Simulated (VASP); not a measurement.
Input of a VASP 6.6.1 run:

The input INCAR:

```
SYSTEM = Y3BO4
PREC = Accurate
ENCUT = 520
EDIFF = 1E-6
ISMEAR = 0
SIGMA = 0.1
LREAL = .FALSE.
LASPH = .TRUE.
NELM = 150
ALGO = Normal
ISIF = 2
LWAVE = .FALSE.
LCHARG = .FALSE.
ISPIN = 2
MAGMOM = 0 0 0 0 1 1 1 1
LORBIT = 11
LMAXMIX = 4
GGA = PE
NBANDS = 44
```

The input KPOINTS:

```
regular mesh
0
G
  4 4 4
  0 0 0
```

POSCAR

```
Y3BO4
1.0
    5.1854003500      0.0000000000      0.0000000000
    0.0000000000      5.1854003500      0.0000000000
    0.0000000000      0.0000000000      5.1854003500
Y B O
3 1 4
Direct
    0.5000000000      0.0000000000      0.0000000000
    0.0000000000      0.5000000000      0.0000000000
    0.0000000000      0.0000000000      0.5000000000
    0.0000000000      0.0000000000      0.0000000000
    0.5000000000      0.5000000000      0.5000000000
    0.0000000000      0.5000000000      0.5000000000
    0.5000000000      0.0000000000      0.5000000000
    0.5000000000      0.5000000000      0.0000000000
```

Potentials or basis: VASP PAW PBE potentials, release 64 (Y_sv, B, O).

Run with:

```bash
$ cat potpaw_PBE.64/Y_sv/POTCAR potpaw_PBE.64/B/POTCAR potpaw_PBE.64/O/POTCAR > POTCAR
$ mpirun -np 1 vasp_std > vasp.out
```

(1) Predict the site moments.

(2) What does it give for the pressure?

## Answers

(1) Y -0.03; B -0.00; O +1.46, +0.27 (each value once) μB.

(2) -13.4 GPa.

Caveat: the cell stands under tension.
